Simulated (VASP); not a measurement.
# KF (Fm-3m) in VASP: notebook

KF is run at these levels: PBE; tasks: single point, relaxation of cell and atoms.

Everything below comes from runs of VASP 6.6.1. Logs are shortened: lines on timing, memory, paths and dates and some standing lists are left out, and cuts for length are marked.

**1. The cell of the first run**

It takes space group Fm-3m (No. 225, cubic). Conventional cell: a = 5.419 Å, b = 5.419 Å, c = 5.419 Å, α = 90.00°, β = 90.00°, γ = 90.00°. K (site symmetry m-3m) has 6 F at 2.71 Å within 3.6 Å. F (site symmetry m-3m) has 6 K at 2.71 Å within 3.6 Å.

**2. Single point, PBE**

INCAR reads:

```
  PREC = Accurate
  ENCUT = 520
  EDIFF = 1E-6
  ISMEAR = 0
  SIGMA = 0.02
  LREAL = False
  LASPH = True
  NELM = 100
  ALGO = Normal
  ISIF = 2
  LWAVE = False
  LCHARG = True
  GGA = PE
  LELF = True
  LVHAR = True
  NBANDS = 33
```

KPOINTS reads:

```
Automatic mesh
0
Gamma
  9 9 4
```

POSCAR reads:

```
KF
1.0
    3.8319348817     -0.0000002928      0.0000000000
   -1.9159671873      3.3185530995      0.0000000000
    0.0000000000      0.0000000000      9.3861834613
K F
3 3
Direct
    0.0000000000      0.0000000000      0.0000000000
    0.3333333333      0.6666666667      0.3333333333
    0.6666666667      0.3333333333      0.6666666667
    0.6666666667      0.3333333333      0.1666666667
    0.0000000000      0.0000000000      0.5000000000
    0.3333333333      0.6666666667      0.8333333333
```

Potentials or basis: VASP PAW PBE potentials, release 64 (K_sv, F).

On the command line:

```sh
cat potpaw_PBE.64/K_sv/POTCAR potpaw_PBE.64/F/POTCAR > POTCAR
mpirun -np 1 vasp_std > vasp.out
```

OUTCAR:

```text
PREC = Accurate
   ENCUT = 520
   EDIFF = 1E-6
   ISMEAR = 0
   LREAL = False
   LASPH = True
   NELM = 100
   ISIF = 2
   GGA = PE

 ion  position               nearest neighbor table
   1  0.000  0.000  0.000-   4 2.71   6 2.71   6 2.71   4 2.71   4 2.71   6 2.71
   2  0.333  0.667  0.333-   4 2.71   4 2.71   5 2.71   4 2.71   5 2.71   5 2.71
   3  0.667  0.333  0.667-   6 2.71   6 2.71   5 2.71   6 2.71   5 2.71   5 2.71
   4  0.667  0.333  0.167-   2 2.71   2 2.71   1 2.71   2 2.71   1 2.71   1 2.71
   5  0.000  0.000  0.500-   2 2.71   3 2.71   2 2.71   3 2.71   3 2.71   2 2.71
   6  0.333  0.667  0.833-   3 2.71   3 2.71   1 2.71   3 2.71   1 2.71   1 2.71

  LATTYP: Found a hexagonal cell.
 ALAT       =     3.8319348817
 C/A-ratio  =     2.4494631958

  Lattice vectors:

 A1 = (   3.8319348817,  -0.0000002928,   0.0000000000)
 A2 = (  -1.9159671873,   3.3185530995,   0.0000000000)
 A3 = (   0.0000000000,   0.0000000000,   9.3861834613)

Analysis of symmetry for initial positions (statically):
=====================================================================
 Subroutine PRICEL returns following result:

  LATTYP: Found a face centered cubic cell.
 ALAT       =     5.4191351248

  Lattice vectors:

 A1 = (   1.9159673561,  -1.1061844640,   3.1287278201)
 A2 = (   0.0000001688,   2.2123686355,   3.1287278201)
 A3 = (  -1.9159675250,  -1.1061841715,   3.1287278211)

   3 primitive cells build up your supercell.

 Routine SETGRP: Setting up the symmetry group for a
 hexagonal supercell.

 Subroutine GETGRP returns: Found 12 space group operations
 (whereof 12 operations were pure point group operations)
 out of a pool of 24 trial point group operations.

The static configuration has the point symmetry D_3d.

Analysis of symmetry for dynamics (positions and initial velocities):
=====================================================================
 Subroutine PRICEL returns following result:

  LATTYP: Found a face centered cubic cell.
 ALAT       =     5.4191351248

  Lattice vectors:

 A1 = (   1.9159673561,  -1.1061844640,   3.1287278201)
 A2 = (   0.0000001688,   2.2123686355,   3.1287278201)
 A3 = (  -1.9159675250,  -1.1061841715,   3.1287278211)

   3 primitive cells build up your supercell.

 Routine SETGRP: Setting up the symmetry group for a
 hexagonal supercell.

 Subroutine GETGRP returns: Found 12 space group operations
 (whereof 12 operations were pure point group operations)
 out of a pool of 24 trial point group operations.

The dynamic configuration has the point symmetry D_3d.

 Subroutine INISYM returns: Found 12 space group operations
 (whereof 12 operations are pure point group operations),
 and found     3 'primitive' translations

----------------------------------------------------------------------------------------

                                     Primitive cell

  volume of cell :      39.7864

  direct lattice vectors                    reciprocal lattice vectors
     1.915967356 -1.106184464  3.128727820     0.260964757 -0.150668099  0.106539575
     0.000000169  2.212368636  3.128727820     0.000000023  0.301336159  0.106539575
    -1.915967525 -1.106184172  3.128727821    -0.260964780 -0.150668060  0.106539575

  length of vectors
     3.831907195  3.831907195  3.831907196     0.319615647  0.319615647  0.319615647

  position of ions in fractional coordinates (direct lattice)
     0.000000000  0.000000000  0.000000000
     0.500000000  0.500000000  0.500000000

  ion indices of the primitive-cell ions
   primitive index   ion index
                 1           1
                 2           4

----------------------------------------------------------------------------------------

 KPOINTS: Automatic mesh

Automatic generation of k-mesh.
 Grid dimensions read from file:
 generate k-points for:    9    9    4

 Generating k-lattice:

  Cartesian coordinates                     Fractional coordinates (reciprocal lattice)
     0.028996087  0.016740896  0.000000000     0.111111111  0.000000000  0.000000000
     0.000000003  0.033481795  0.000000000     0.000000000  0.111111111  0.000000000
     0.000000000  0.000000000  0.026634894     0.000000000  0.000000000  0.250000000

  Length of vectors
     0.033481795  0.033481795  0.026634894

  Shift w.r.t. Gamma in fractional coordinates (k-lattice)
     0.000000000  0.000000000  0.000000000

 Subroutine IBZKPT returns following result:
 ===========================================

 Found     43 irreducible k-points:

 Following reciprocal coordinates:
            Coordinates               Weight
  0.000000  0.000000  0.000000      1.000000
  0.111111 -0.000000  0.000000      6.000000
  0.222222  0.000000  0.000000      6.000000
  0.333333 -0.000000  0.000000      6.000000
  0.444444  0.000000  0.000000      6.000000
  0.111111  0.111111  0.000000      6.000000
[... 16 lines left out ...]
  0.222222  0.111111  0.250000     12.000000
 -0.111111  0.333333  0.250000     12.000000
 [... further k-points ...]
   k-points           NKPTS =     43   k-points in BZ     NKDIM =     43   number of bands    NBANDS=     33
   number of dos      NEDOS =    301   number of ions     NIONS =      6
   total plane-waves  NPLWV =  54880
   dimension x,y,z NGX =    28 NGY =   28 NGZ =   70
   dimension x,y,z NGXF=    56 NGYF=   56 NGZF=  140
   ions per type =               3   3
   NGX,Y,Z   is equivalent  to a cutoff of  12.15, 12.15, 12.40 a.u.
   NGXF,Y,Z  is equivalent  to a cutoff of  24.30, 24.30, 24.80 a.u.
 SYSTEM =  unknown system
   PREC   = accura    normal or accurate (medium, high low for compatibility)
   ISTART =      0    job   : 0-new  1-cont  2-samecut
   ICHARG =      2    charge: 1-file 2-atom 10-const
   ISPIN  =      1    spin polarized calculation?
   LNONCOLLINEAR =      F non collinear calculations
   LSORBIT =      F    spin-orbit coupling
   LASPH  =      T    aspherical Exc in radial PAW
   ENCUT  =  520.0 eV  38.22 Ry    6.18 a.u.   7.12  7.12 17.45*2*pi/ulx,y,z
   NELM   =    100;   NELMIN=  2; NELMDL= -5     # of ELM steps
   EDIFF  = 0.1E-05   stopping-criterion for ELM
   LREAL  =      F    real-space projection
   EDIFFG = 0.1E-04   stopping-criterion for IOM
   NSW    =      0    number of steps for IOM
   IBRION =     -1    ionic relax: 0-MD 1-quasi-New 2-CG
   NFREE  =      0    steps in history (QN), initial steepest desc. (CG)
   ISIF   =      2    stress and relaxation
   ISYM   =      2    0-nonsym 1-usesym 2-fastsym
   POTIM  = 0.5000    time-step for ionic-motion
   TEBEG  =    0.0;   TEEND  =   0.0 temperature during run
   PSTRESS=    0.0 pullay stress
   NELECT =      48.0000    total number of electrons
   NUPDOWN=      -1.0000    fix difference up-down
   EMIN   =  10.00;   EMAX   =-10.00  energy-range for DOS
   EFERMI =   0.00;   METHOD = LEGACY
   ISMEAR =     0;   SIGMA  =   0.02  broadening in eV -4-tet -1-fermi 0-gaus
   EFERMI_NEDOS =   21; number of points for ismear=-14 and -15
   IALGO  =     38    algorithm
   IMIX   =      4    mixing-type and parameters
     AMIX     =   0.40;   BMIX     =  1.00
     AMIX_MAG =   1.60;   BMIX_MAG =  1.00
  volume/ion in A,a.u.               =      19.89       134.25
  Fermi-wavevector in a.u.,A,eV,Ry     =   1.208379  2.283506 19.866962  1.460181
  Thomas-Fermi vector in A             =   2.343989
   LORBIT       =      0    0 simple, 1 ext, 2 COOP (PROOUT), +10 PAW based schemes
   GGA     = PE    functional components
   LHFCALC =     F    Hartree Fock is set to
   AEXX    =    0.0000 exact exchange contribution
   IVDW    =     0    specifies the selected vdW correction
   LEPSILON=     F    determine dielectric tensor
   LRPA    =     F    only Hartree local field effects (RPA)
 non-spin polarized calculation
 Gauss-broadening in eV      SIGMA  =   0.02
  energy-cutoff  :      520.00
  volume of cell :      119.36
 maximum number of plane-waves:      3237
   NGX = 15   NGY = 15   NGZ = 35

 number of electron      48.0000005 magnetization

 Free energy of the ion-electron system (eV)
  ---------------------------------------------------
  ext. energy  EPLUGINS =         0.00000000
  ---------------------------------------------------
  free energy    TOTEN  =       -24.89798557 eV

  energy without entropy =      -24.89798557  energy(sigma->0) =      -24.89798557

 E-fermi :  -2.8177     XC(G=0):  -8.2149

 val. band max:       -2.9127256153   @ k =   0.0000   0.0000   0.0000
 cond. band min:       3.0379505957   @ k =   0.0000   0.0000   0.0000
 fundamental gap:      5.9506762111
 Fermi energy:        -2.8176557873

 k-point     1 :       0.0000    0.0000    0.0000
  band No.  band energies     occupation
      1     -29.1698      2.00000
      2     -29.1119      2.00000
      3     -29.1119      2.00000
      4     -21.5975      2.00000
      5     -21.5975      2.00000
      6     -21.5469      2.00000
[... 25 lines left out ...]
     32       7.6475      0.00000
     33       8.6713      0.00000

 k-point     2 :       0.1111   -0.0000    0.0000
  band No.  band energies     occupation
      1     -29.1618      2.00000
      2     -29.1076      2.00000
      3     -29.1076      2.00000
      4     -21.5957      2.00000
      5     -21.5941      2.00000
      6     -21.5536      2.00000
[... 25 lines left out ...]
     32       7.8198      0.00000
     33       8.7307      0.00000

 k-point     3 :       0.2222    0.0000    0.0000
  band No.  band energies     occupation
      1     -29.1410      2.00000
      2     -29.0974      2.00000
      3     -29.0966      2.00000
      4     -21.5938      2.00000
      5     -21.5827      2.00000
      6     -21.5704      2.00000
[... 25 lines left out ...]
     32       8.2725      0.00000
     33       8.5988      0.00000

 k-point     4 :       0.3333   -0.0000    0.0000
  band No.  band energies     occupation
      1     -29.1153      2.00000
      2     -29.0873      2.00000
      3     -29.0841      2.00000
      4     -21.5957      2.00000
      5     -21.5880      2.00000
      6     -21.5672      2.00000
[... 25 lines left out ...]
     32       8.6450      0.00000
     33       8.7110      0.00000

 k-point     5 :       0.4444    0.0000    0.0000
  band No.  band energies     occupation
      1     -29.0944      2.00000
      2     -29.0848      2.00000
      3     -29.0759      2.00000
      4     -21.5994      2.00000
      5     -21.5984      2.00000
      6     -21.5564      2.00000
[... 604 lines left out ...]
 k-point    22 :       0.1111    0.1111    0.2500
  band No.  band energies     occupation
      1     -29.1432      2.00000
      2     -29.1160      2.00000
      3     -29.0885      2.00000
      4     -21.5962      2.00000
      5     -21.5819      2.00000
      6     -21.5675      2.00000
[... 25 lines left out ...]
     32       8.2751      0.00000
     33       8.6351      0.00000

 k-point    23 :       0.2222    0.1111    0.2500
  band No.  band energies     occupation
      1     -29.1208      2.00000
      2     -29.1015      2.00000
      3     -29.0802      2.00000
      4     -21.5902      2.00000
      5     -21.5808      2.00000
      6     -21.5787      2.00000
[... 25 lines left out ...]
     32       8.7218      0.00000
     33       8.7527      0.00000

 k-point    24 :      -0.1111    0.3333    0.2500
  band No.  band energies     occupation
      1     -29.1214      2.00000
      2     -29.1002      2.00000
      3     -29.0809      2.00000
      4     -21.5876      2.00000
      5     -21.5856      2.00000
      6     -21.5764      2.00000
[... 25 lines left out ...]
     32       8.5014      0.00000
     33       8.6163      0.00000

 [... further k-points ...]
[... 5 lines left out ...]
  --------------------------------------------------------------------------------------
  -------------------------------------------------------------------------------------
  Total        0.0271474      0.0271474      0.0275677     -0.0000000      0.0000000      0.0000000
  in kB        0.3644034      0.3644034      0.3700449     -0.0000000      0.0000000      0.0000000
  external PRESSURE =       0.3662839 kB  Pullay stress =       0.0000000 kB

 VOLUME and BASIS-vectors are now :
 -----------------------------------------------------------------------------
  energy-cutoff  :      520.00
  volume of cell :      119.36
      direct lattice vectors                 reciprocal lattice vectors
     3.831934882 -0.000000293  0.000000000     0.260964780  0.150668060  0.000000000
    -1.915967187  3.318553099  0.000000000     0.000000023  0.301336159  0.000000000
     0.000000000  0.000000000  9.386183461     0.000000000  0.000000000  0.106539575

 POSITION                                       TOTAL-FORCE (eV/Angst)
 -----------------------------------------------------------------------------------
      0.00000      0.00000      0.00000        -0.000000      0.000000     -0.000000
      0.00000      2.21237      3.12873         0.000000      0.000000     -0.000000
      1.91597      1.10618      6.25746         0.000000      0.000000     -0.000000
      1.91597      1.10618      1.56436        -0.000000      0.000000      0.000000
      0.00000      0.00000      4.69309         0.000000     -0.000000     -0.000000
      0.00000      2.21237      7.82182         0.000000      0.000000     -0.000000
 -----------------------------------------------------------------------------------
    total drift:                               -0.000000      0.000000      0.000000

  FREE ENERGIE OF THE ION-ELECTRON SYSTEM (eV)
  ---------------------------------------------------
  free  energy   TOTEN  =       -24.8979855684 eV

  energy  without entropy=      -24.8979855684  energy(sigma->0) =      -24.89798557
```

Wall time 75 s (1 thread of Intel Xeon 6975P-C (Granite Rapids), shared host); peak memory 0.3 GiB.

What came out:

| Item | Value |
| --- | --- |
| Free energy | -24.8980 eV |
| Pressure | 0.0 GPa |
| Band gap on the k mesh | 5.95 eV |

Levels at points of the mesh, in eV from the valence-band top:
```
           k point  band 22  band 23  band 24  band 25  band 26  band 27
(0.00, 0.00, 0.00)     0.00     0.00     0.00     5.95     8.21     8.21
(0.00, 0.00, 0.50)    -0.08    -0.08    -0.08     6.67     6.67     8.89
```

Caveat: an odd mesh through Γ misses points on the zone boundary, where band edges can lie.

**3. Relaxation of cell and atoms, PBE**

This run uses another cell than the first one, of 19.07 Å³/atom.

INCAR reads:

```
PREC = Accurate ; ENCUT = 600
EDIFF = 1E-6 ; ISMEAR = 0
SIGMA = 0.02 ; LREAL = False
LASPH = True ; NELM = 100
ALGO = Normal ; ISIF = 3
LWAVE = False ; LCHARG = False
GGA = PE ; IBRION = 2
NSW = 100 ; EDIFFG = -0.005
```

KPOINTS reads:

```
regular mesh
0
Gamma
  9 9 4
```

POSCAR reads:

```
KF
1.0
    3.7785670000      0.0000000000      0.0000000000
   -1.8892830000      3.2723350000      0.0000000000
    0.0000000000      0.0000000000      9.2555600000
K F
3 3
Direct
    0.0000000000      0.0000000000      0.0000000000
    0.3333333300      0.6666666700      0.3333333300
    0.6666666700      0.3333333300      0.6666666700
    0.6666666700      0.3333333300      0.1666666700
    0.0000000000      0.0000000000      0.5000000000
    0.3333333300      0.6666666700      0.8333333300
```

Potentials or basis: VASP PAW PBE potentials, release 64 (K_sv, F).

On the command line:

```sh
cat potpaw_PBE.64/K_sv/POTCAR potpaw_PBE.64/F/POTCAR > POTCAR
mpirun -np 1 vasp_std > vasp.out
```

Wall time 2.8 min (1 thread of Intel Xeon 6975P-C (Granite Rapids), shared host); peak memory 0.34 GiB.

Results (log left out):

* Free energy: -24.8969 eV
* Relaxed volume: 19.89 Å³/atom
* Relaxed cell: a = 3.832 Å, b = 3.832 Å, c = 9.386 Å, α = 90.00°, β = 90.00°, γ = 120.00°
* Space group after relaxing (to 0.1 Å): Fm-3m (No. 225)
* Energy gained by relaxing: 3.5 meV/atom
* Ionic steps: 3
* Pressure after relaxing: 0.0 GPa
* Band gap on the k mesh: 5.95 eV

Step by step:
| step | energy change (eV) | largest force (eV/Å) | pressure (GPa) | volume (Å³) |
| --- | --- | --- | --- | --- |
| 1 | 0.0000 | 0.0000 | 1.38 | 114.44 |
| 2 | -0.0168 | 0.0000 | 0.59 | 117.18 |
| 3 | -0.0209 | 0.0000 | 0.03 | 119.33 |

Final structure:
```xyz
6
Lattice="3.8316 0.0000 0.0000 -1.9158 3.3183 0.0000 0.0000 0.0000 9.3857" Properties=species:S:1:pos:R:3 pbc="T T T"
K     0.0000    0.0000    0.0000
K     0.0000    2.2122    3.1286
K     1.9158    1.1061    6.2571
F     1.9158    1.1061    1.5643
F     0.0000    0.0000    4.6928
F     0.0000    2.2122    7.8214
```

Levels at points of the mesh, in eV from the valence-band top:
```
           k point  band 21  band 22  band 23  band 24  band 25  band 26  band 27  band 28
(0.00, 0.00, 0.00)    -0.24     0.00     0.00     0.00     5.95     8.21     8.21     9.91
(0.00, 0.00, 0.50)    -0.08    -0.08    -0.08    -0.08     6.67     6.67     8.89    10.18
```

Caveat: an odd mesh through Γ misses points on the zone boundary, where band edges can lie.
